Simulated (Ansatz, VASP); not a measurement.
Two plane-wave programs on SiP5

```xyz
6
Lattice="4.7622 0.0000 0.0000 -2.3811 4.1242 0.0000 0.0000 0.0000 7.3788" Properties=species:S:1:pos:R:3 pbc="T T T"
Si    0.0000    0.0000    3.6894
P     2.3811    0.0000    3.6894
P    -1.1905    2.0621    3.6894
P     1.1905    2.0621    3.6894
P     0.0000    2.7495   -0.0070
P     2.3811    1.3747    7.3858
```

Alike in both runs: functional PBE; k mesh 4 × 4 × 2; occupations gaussian, width 0.2 eV; no spin polarisation.

Ansatz relaxed the structure, and its values are those at the end. VASP's run is a single point on that final structure, the one shown.

```csv
,VASP,Ansatz
version,VASP 6.6.1,Ansatz 0.2.0
potentials or method,"VASP PAW PBE potentials, release 64 (Si, P), cutoff 500 eV","scalar-relativistic, plane waves, PAW"
valence electrons in the cell,29,29
```

|  | VASP | Ansatz | Ansatz less VASP |
| --- | --- | --- | --- |
| gap on the k mesh at the Fermi level (eV) | none | none | - |
| pressure (GPa) | 0.3 | 0.4 | +0.11 |
| rms of the force components (eV/Å) | 0.009 | 0.009 | 0.0000 |

A gap of «none» marks a metal or a gap that the smearing closes.

The k mesh is coarse, so the values compare programs but aren't converged.
